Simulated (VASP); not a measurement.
# CoSi (P4/mmm) in VASP: a series of runs

CoSi is run at these levels: PBE; tasks: relaxation of cell and atoms.

All numbers are computed with VASP 6.6.1; they aren't measurements. Logs are shortened: lines on timing, memory, paths and dates and some standing lists are left out, and cuts for length are marked.

**1. The cell of the first run**

It takes space group P4/mmm (No. 123, tetragonal). Conventional cell: a = 2.631 Å, b = 2.631 Å, c = 3.096 Å, α = 90.00°, β = 90.00°, γ = 90.00°. Co (site symmetry 4/mmm) has 8 Si at 2.42 Å and 6 Co at 2.63 to 3.10 Å within 3.2 Å. Within 3.2 Å of Si (site symmetry 4/mmm) lie 8 Co at 2.42 Å and 6 Si at 2.63 to 3.10 Å.

**2. Relaxation of cell and atoms, PBE**

Contents of INCAR:

```
PREC     = Accurate       # precision mode
ENCUT    = 600            # plane-wave cutoff, eV
EDIFF    = 1E-7           # SCF threshold, eV
ISMEAR   = 0              # smearing method
SIGMA    = 0.1            # smearing width, eV
LREAL    = F              # projectors in reciprocal space
LASPH    = T              # aspherical terms in the spheres
NELM     = 60             # most SCF steps
ALGO     = Normal         # electronic algorithm
ISIF     = 3              # what is computed and relaxed
LWAVE    = F              # write WAVECAR
LCHARG   = F              # write CHGCAR
GGA      = PE             # functional
IBRION   = 2              # ionic algorithm
NSW      = 100            # ionic steps
EDIFFG   = -0.01          # ionic threshold
```

Contents of KPOINTS:

```
Automatic mesh
0
Gamma
  16 16 14
```

Contents of POSCAR:

```
CoSi
1.0
    2.6311240460      0.0000000000      0.0000000000
    0.0000000000      2.6311240460      0.0000000000
    0.0000000000      0.0000000000      3.0962348658
Co Si
1 1
Direct
    0.0000000000      0.0000000000      0.0000000000
    0.5000000000      0.5000000000      0.5000000000
```

Potentials or basis: VASP PAW PBE potentials, release 64 (Co, Si).

On the command line:

```sh
> cat potpaw_PBE.64/Co/POTCAR potpaw_PBE.64/Si/POTCAR > POTCAR
> mpirun -np 1 vasp_std > vasp.out
```

OUTCAR:

```text
PREC = Accurate
   ENCUT = 600
   EDIFF = 1E-7
   ISMEAR = 0
   LREAL = F
   LASPH = T
   NELM = 60
   ISIF = 3
   GGA = PE
   IBRION = 2
   NSW = 100
   EDIFFG = -0.01

 ion  position               nearest neighbor table
   1  0.000  0.000  0.000-   2 2.42   2 2.42   2 2.42   2 2.42   2 2.42   2 2.42   2 2.42   2 2.42

   2  0.500  0.500  0.500-   1 2.42   1 2.42   1 2.42   1 2.42   1 2.42   1 2.42   1 2.42   1 2.42

  LATTYP: Found a simple tetragonal cell.
 ALAT       =     2.6311240460
 C/A-ratio  =     1.1767726689

  Lattice vectors:

 A1 = (   2.6311240460,   0.0000000000,   0.0000000000)
 A2 = (   0.0000000000,   2.6311240460,   0.0000000000)
 A3 = (   0.0000000000,   0.0000000000,   3.0962348658)

Analysis of symmetry for initial positions (statically):
=====================================================================
 Subroutine PRICEL returns:
 Original cell was already a primitive cell.

 Routine SETGRP: Setting up the symmetry group for a
 simple tetragonal supercell.

 Subroutine GETGRP returns: Found 16 space group operations
 (whereof 16 operations were pure point group operations)
 out of a pool of 16 trial point group operations.

The static configuration has the point symmetry D_4h.

Analysis of symmetry for dynamics (positions and initial velocities):
=====================================================================
 Subroutine PRICEL returns:
 Original cell was already a primitive cell.

 Routine SETGRP: Setting up the symmetry group for a
 simple tetragonal supercell.

 Subroutine GETGRP returns: Found 16 space group operations
 (whereof 16 operations were pure point group operations)
 out of a pool of 16 trial point group operations.

The dynamic configuration has the point symmetry D_4h.

 Subroutine INISYM returns: Found 16 space group operations
 (whereof 16 operations are pure point group operations),
 and found     1 'primitive' translations

----------------------------------------------------------------------------------------

                                     Primitive cell

  volume of cell :      21.4347

  direct lattice vectors                    reciprocal lattice vectors
     2.631124046  0.000000000  0.000000000     0.380065699  0.000000000  0.000000000
     0.000000000  2.631124046  0.000000000     0.000000000  0.380065699  0.000000000
     0.000000000  0.000000000  3.096234866     0.000000000  0.000000000  0.322972915

  length of vectors
     2.631124046  2.631124046  3.096234866     0.380065699  0.380065699  0.322972915

  position of ions in fractional coordinates (direct lattice)
     0.000000000  0.000000000  0.000000000
     0.500000000  0.500000000  0.500000000

  ion indices of the primitive-cell ions
   primitive index   ion index
                 1           1
                 2           2

----------------------------------------------------------------------------------------

 KPOINTS: Automatic mesh

Automatic generation of k-mesh.
 Grid dimensions read from file:
 generate k-points for:   16   16   14

 Generating k-lattice:

  Cartesian coordinates                     Fractional coordinates (reciprocal lattice)
     0.023754106  0.000000000  0.000000000     0.062500000  0.000000000  0.000000000
     0.000000000  0.023754106  0.000000000     0.000000000  0.062500000  0.000000000
     0.000000000  0.000000000  0.023069494     0.000000000  0.000000000  0.071428571

  Length of vectors
     0.023754106  0.023754106  0.023069494

  Shift w.r.t. Gamma in fractional coordinates (k-lattice)
     0.000000000  0.000000000  0.000000000

 Subroutine IBZKPT returns following result:
 ===========================================

 Found    360 irreducible k-points:

 Following reciprocal coordinates:
            Coordinates               Weight
  0.000000  0.000000  0.000000      1.000000
  0.062500  0.000000  0.000000      4.000000
  0.125000  0.000000  0.000000      4.000000
  0.187500  0.000000  0.000000      4.000000
  0.250000  0.000000  0.000000      4.000000
  0.312500  0.000000  0.000000      4.000000
[... 16 lines left out ...]
  0.437500  0.125000  0.000000      8.000000
  0.500000  0.125000  0.000000      4.000000
 [... further k-points ...]
   k-points           NKPTS =    360   k-points in BZ     NKDIM =    360   number of bands    NBANDS=     10
   number of dos      NEDOS =    301   number of ions     NIONS =      2
   total plane-waves  NPLWV =  16128
   dimension x,y,z NGX =    24 NGY =   24 NGZ =   28
   dimension x,y,z NGXF=    48 NGYF=   48 NGZF=   56
   ions per type =               1   1
   NGX,Y,Z   is equivalent  to a cutoff of  15.16, 15.16, 15.03 a.u.
   NGXF,Y,Z  is equivalent  to a cutoff of  30.33, 30.33, 30.07 a.u.
 SYSTEM =  unknown system
   PREC   = accura    normal or accurate (medium, high low for compatibility)
   ISTART =      0    job   : 0-new  1-cont  2-samecut
   ICHARG =      2    charge: 1-file 2-atom 10-const
   ISPIN  =      1    spin polarized calculation?
   LNONCOLLINEAR =      F non collinear calculations
   LSORBIT =      F    spin-orbit coupling
   LASPH  =      T    aspherical Exc in radial PAW
   ENCUT  =  600.0 eV  44.10 Ry    6.64 a.u.   5.26  5.26  6.18*2*pi/ulx,y,z
   NELM   =     60;   NELMIN=  2; NELMDL= -5     # of ELM steps
   EDIFF  = 0.1E-06   stopping-criterion for ELM
   LREAL  =      F    real-space projection
   EDIFFG = -.1E-01   stopping-criterion for IOM
   NSW    =    100    number of steps for IOM
   IBRION =      2    ionic relax: 0-MD 1-quasi-New 2-CG
   NFREE  =      1    steps in history (QN), initial steepest desc. (CG)
   ISIF   =      3    stress and relaxation
   ISYM   =      2    0-nonsym 1-usesym 2-fastsym
   POTIM  = 0.5000    time-step for ionic-motion
   TEBEG  =    0.0;   TEEND  =   0.0 temperature during run
   PSTRESS=    0.0 pullay stress
   NELECT =      13.0000    total number of electrons
   NUPDOWN=      -1.0000    fix difference up-down
   EMIN   =  10.00;   EMAX   =-10.00  energy-range for DOS
   EFERMI =   0.00;   METHOD = LEGACY
   ISMEAR =     0;   SIGMA  =   0.10  broadening in eV -4-tet -1-fermi 0-gaus
   EFERMI_NEDOS =   21; number of points for ismear=-14 and -15
   IALGO  =     38    algorithm
   IMIX   =      4    mixing-type and parameters
     AMIX     =   0.40;   BMIX     =  1.00
     AMIX_MAG =   1.60;   BMIX_MAG =  1.00
  volume/ion in A,a.u.               =      10.72        72.32
  Fermi-wavevector in a.u.,A,eV,Ry     =   1.385746  2.618681 26.127175  1.920293
  Thomas-Fermi vector in A             =   2.510127
   LORBIT       =      0    0 simple, 1 ext, 2 COOP (PROOUT), +10 PAW based schemes
   GGA     = PE    functional components
   LHFCALC =     F    Hartree Fock is set to
   AEXX    =    0.0000 exact exchange contribution
   IVDW    =     0    specifies the selected vdW correction
   LEPSILON=     F    determine dielectric tensor
   LRPA    =     F    only Hartree local field effects (RPA)
 conjugate gradient relaxation of ions
 non-spin polarized calculation
 Gauss-broadening in eV      SIGMA  =   0.10
  energy-cutoff  :      600.00
  volume of cell :       21.43
 maximum number of plane-waves:       736
 NGX is ok and might be reduce to    24
   NGX = 11   NGY = 11   NGZ = 13

--------------------------------------- Ionic step        1  -------------------------------------------

 number of electron      12.9999999 magnetization

 Free energy of the ion-electron system (eV)
  ---------------------------------------------------
  ext. energy  EPLUGINS =         0.00000000
  ---------------------------------------------------
  free energy    TOTEN  =       -13.27563145 eV

  energy without entropy =      -13.26653098  energy(sigma->0) =      -13.27108122

------------------------ aborting loop because EDIFF is reached ----------------------------------------

  FORCE on cell =-STRESS in cart. coord.  units (eV):
  Direction    XX          YY          ZZ          XY          YZ          ZX
  --------------------------------------------------------------------------------------
  -------------------------------------------------------------------------------------
  Total        0.0014271      0.0014271      0.1058034      0.0000000      0.0000000     -0.0000000
  in kB        0.1066681      0.1066681      7.9084935      0.0000000      0.0000000     -0.0000000
  external PRESSURE =       2.7072765 kB  Pullay stress =       0.0000000 kB
[... 237 lines left out ...]
  energy  without entropy=      -13.2683596855  energy(sigma->0) =      -13.27235202

--------------------------------------- Ionic step        8  -------------------------------------------

 number of electron      13.0000000 magnetization

 Free energy of the ion-electron system (eV)
  ---------------------------------------------------
  ext. energy  EPLUGINS =         0.00000000
  ---------------------------------------------------
  free energy    TOTEN  =       -13.27641502 eV

  energy without entropy =      -13.26842384  energy(sigma->0) =      -13.27241943

 E-fermi :  12.8252     XC(G=0): -12.9551

 val. band max:       12.8245982754   @ k =   0.3750   0.0625   0.2143
 cond. band min:      12.8273418762   @ k =   0.3750   0.3125   0.0714
 fundamental gap:      0.0027436008
 Fermi energy:        12.8252496266

 k-point     1 :       0.0000    0.0000    0.0000
  band No.  band energies     occupation
      1      -1.4724      2.00000
      2       8.7735      2.00000
      3       9.1518      2.00000
      4      11.4226      2.00000
      5      11.4226      2.00000
      6      11.9407      2.00000
      7      12.2201      2.00000
      8      18.0459      0.00000
      9      18.0459      0.00000
     10      18.8485      0.00000
[... 287 lines left out ...]
 k-point    24 :       0.5000    0.1250    0.0000
  band No.  band energies     occupation
      1       3.4415      2.00000
      2       4.4836      2.00000
      3       9.2367      2.00000
      4      10.0279      2.00000
      5      10.5232      2.00000
      6      11.3492      2.00000
      7      13.0069      0.01022
      8      18.6859      0.00000
      9      19.2437      0.00000
     10      19.6764      0.00000

 [... further k-points ...]
[... 5 lines left out ...]
  --------------------------------------------------------------------------------------
  -------------------------------------------------------------------------------------
  Total        0.0027825      0.0027825      0.0069043      0.0000000     -0.0000000      0.0000000
  in kB        0.2077590      0.2077590      0.5155120      0.0000000     -0.0000000      0.0000000
  external PRESSURE =       0.3103434 kB  Pullay stress =       0.0000000 kB
[... 17 lines left out ...]
  FREE ENERGIE OF THE ION-ELECTRON SYSTEM (eV)
  ---------------------------------------------------
  free  energy   TOTEN  =       -13.2764150223 eV

  energy  without entropy=      -13.2684238438  energy(sigma->0) =      -13.27241943

 reached required accuracy - stopping structural energy minimisation
```

Wall time 6.6 min (1 thread of Intel Xeon 8259CL, shared host); peak memory 0.26 GiB.

Results:

```yaml
Free_energy: -13.2764 eV
Relaxed_volume: 10.73 Å³/atom
Relaxed_cell: a = 2.618 Å, b = 2.618 Å, c = 3.130 Å, α = 90.00°, β = 90.00°, γ = 90.00°
Space_group_after_relaxing_to_0.1_Å: P4/mmm (No. 123)
Energy_gained_by_relaxing: 0.4 meV/atom
Ionic_steps: 8
Pressure_after_relaxing: 0.0 GPa
Band_gap_on_the_k_mesh: zero (an odd number of electrons rules out a gap without spin polarisation)
```

The path:
| step | energy change (eV) | largest force (eV/Å) | pressure (GPa) | volume (Å³) |
| --- | --- | --- | --- | --- |
| 1 | 0.0000 | 0.0000 | 0.27 | 21.43 |
| 2 | -0.0002 | 0.0000 | -0.30 | 21.49 |
| 3 | -0.0002 | 0.0000 | -0.49 | 21.51 |
| 4 | -0.0003 | 0.0000 | -0.50 | 21.51 |
| 5 | -0.0005 | 0.0000 | -0.50 | 21.51 |
| 6 | -0.0007 | 0.0000 | -0.47 | 21.51 |
| 7 | -0.0007 | 0.0000 | -0.45 | 21.51 |
| 8 | -0.0008 | 0.0000 | 0.03 | 21.46 |

Final structure:
```xyz
2
Lattice="2.6185 0.0000 0.0000 0.0000 2.6185 0.0000 0.0000 0.0000 3.1296" Properties=species:S:1:pos:R:3 pbc="T T T"
Co    0.0000    2.6185    0.0000
Si    1.3092    1.3092    1.5648
```

Caveat: the run has no spin polarisation, though such a crystal can be magnetic. Spin polarisation is off, so any magnetic state and its effect on volume and gap are missing.

**3. Relaxation of cell and atoms, PBE**

Contents of INCAR:

```
SYSTEM = CoSi
PREC = Accurate
ENCUT = 600
EDIFF = 1E-7
ISMEAR = 0
SIGMA = 0.1
LREAL = .FALSE.
LASPH = .TRUE.
NELM = 80
ALGO = Normal
ISIF = 3
LWAVE = .FALSE.
LCHARG = .FALSE.
GGA = PE
IBRION = 2
NSW = 80
EDIFFG = -0.01
```

Contents of KPOINTS:

```
regular mesh
0
G
  16 16 14
  0 0 0
```

Contents of POSCAR:

```
CoSi
1.0
    2.6168231338      0.0000000000      0.0000000000
    0.0000000000      2.6168231338      0.0000000000
    0.0000000000      0.0000000000      3.1358237220
Co Si
1 1
Direct
    0.0000000000      0.0000000000      0.0000000000
    0.5000000000      0.5000000000      0.5000000000
```

Potentials or basis: VASP PAW PBE potentials, release 64 (Co, Si).

On the command line:

```sh
> cat potpaw_PBE.64/Co/POTCAR potpaw_PBE.64/Si/POTCAR > POTCAR
> mpirun -np 1 vasp_std > vasp.out
```

It took 2.7 min on 1 thread of Intel Xeon 8259CL, shared host; peak memory 0.25 GiB.

Results (log left out):

```
Free energy                           : -13.2764 eV
Relaxed volume                        : 10.73 Å³/atom
Relaxed cell                          : a = 2.616 Å, b = 2.616 Å, c = 3.134 Å, α = 90.00°, β = 90.00°, γ = 90.00°
Space group after relaxing (to 0.1 Å) : P4/mmm (No. 123)
Energy gained by relaxing             : 0.0 meV/atom
Ionic steps                           : 3
Pressure after relaxing               : 0.1 GPa
Band gap on the k mesh                : zero (an odd number of electrons rules out a gap without spin polarisation)
```

Stress tensor (GPa, compression positive):
```
 0.13  0.00  0.00
 0.00  0.13  0.00
 0.00  0.00 -0.02
```

Final structure:
```xyz
2
Lattice="2.6164 0.0000 0.0000 0.0000 2.6164 0.0000 0.0000 0.0000 3.1341" Properties=species:S:1:pos:R:3 pbc="T T T"
Co    0.0000    0.0000    0.0000
Si    1.3082    1.3082    1.5670
```

Levels at points of the mesh, in eV from the Fermi level:
```tsv
k point	band 5	band 6	band 7	band 8	band 9	band 10
(0.00, 0.00, 0.00)	-1.40	-0.88	-0.64	5.25	5.25	5.99
(0.50, 0.00, 0.00)	-2.02	-1.18	0.22	5.91	6.14	6.44
(0.50, 0.50, 0.00)	-2.77	-2.77	-0.20	1.87	3.02	6.03
(0.00, 0.00, 0.50)	-2.06	-1.32	-0.83	6.79	8.75	8.75
(0.50, 0.00, 0.50)	-1.86	-1.63	-1.02	1.17	1.84	9.91
(0.50, 0.50, 0.50)	-0.85	-0.19	0.98	1.78	1.78	2.81
```

Caveat: the run has no spin polarisation, though such a crystal can be magnetic. Spin polarisation is off, so any magnetic state and its effect on volume and gap are missing.
